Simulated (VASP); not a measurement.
Cu:

```
CELL_PARAMETERS angstrom
2.53410 0.00000 0.00000
-1.26705 2.19459 0.00000
0.00000 0.00000 4.11257
ATOMIC_POSITIONS crystal
Cu 0.33333 0.66667 0.25000
Cu 0.66667 0.33333 0.75000
```

Base run:

| Quantity | Value |
| --- | --- |
| Program | VASP 6.6.1 |
| Functional | r2SCAN |
| Potentials or basis | VASP PAW PBE potentials, release 64 (Cu) |
| Cutoff | 520 eV |
| k mesh | 12 × 12 × 7 |
| Occupations | fermi-dirac, width 0.1 eV |
| Spin | no spin polarisation |

Its results: band gap on the k mesh zero (band 11 reaches 12.01 eV, above the bottom of band 12 at 5.77 eV); pressure 1.2 GPa.

Problem. After a change of settings the same cell gave: band gap on the k mesh zero (band 11 reaches 12.04 eV, above the bottom of band 12 at 5.65 eV); pressure 0.1 GPa. Which change was it?
A. k mesh from 12 × 12 × 7 to 10 × 10 × 6; further incar settings from ALGO = Normal; EDIFF = 1e-06; NBANDS = 18 to ALGO = Normal; EDIFF = 1e-07; NBANDS = 18
B. k mesh from 12 × 12 × 7 to 3 × 3 × 2
C. k mesh from 12 × 12 × 7 to 8 × 8 × 5
D. k mesh from 12 × 12 × 7 to 6 × 6 × 4

Solution. B.

Caveats: some runs use coarse meshes; the PAW data sets were made with another functional, which shifts forces and pressure a little.
